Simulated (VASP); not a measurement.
SiC5, 6 atoms in the cell. The structure is trigonal, space group P3m1 (No. 156). Conventional cell: a = 2.731 Å, b = 2.731 Å, c = 6.779 Å, α = 90.00°, β = 90.00°, γ = 120.00°. Within 2.2 Å of C (site symmetry 3m) lie 3 C at 1.66 Å and 1 Si at 1.91 Å. C (site symmetry 3m) has 4 C at 1.53 to 1.66 Å within 2.0 Å. C (site symmetry 3m) has 1 C at 1.53 Å and 3 Si at 1.76 Å within 2.0 Å. C (site symmetry 3m) has 4 C at 1.53 to 1.66 Å within 2.0 Å. Within 2.0 Å of C (site symmetry 3m) lie 4 C at 1.53 to 1.66 Å. Within 2.3 Å of Si (site symmetry 3m) lie 4 C at 1.76 to 1.91 Å. 

| Quantity | Value |
| --- | --- |
| Program | VASP 6.6.1 |
| Task | single point |
| Functional | PBE |
| Potentials or basis | VASP PAW PBE potentials, release 64 (C, Si) |
| Cutoff | 520 eV |
| k mesh | 9 × 9 × 4 |
| Occupations | gaussian, width 0.01 eV |
| Spin | no spin polarisation |
| Dipole correction | no |
| Further INCAR settings | ALGO = Normal; EDIFF = 1e-07; NBANDS = 21 |

Potentials or basis: VASP PAW PBE potentials, release 64 (C, Si).

Run with:

```console
$ cat potpaw_PBE.64/C/POTCAR potpaw_PBE.64/Si/POTCAR > POTCAR
$ mpirun -np 1 vasp_std > vasp.out
```

Hardware: 1 thread of AMD EPYC 9R45 (Zen 5), on a shared host.

Q: How long does it take, and how much memory?

A: Wall time 19 s on 1 thread of AMD EPYC 9R45 (Zen 5), on a shared host, peak memory 0.13 GiB. Counts: scf iterations 14, k points 43.
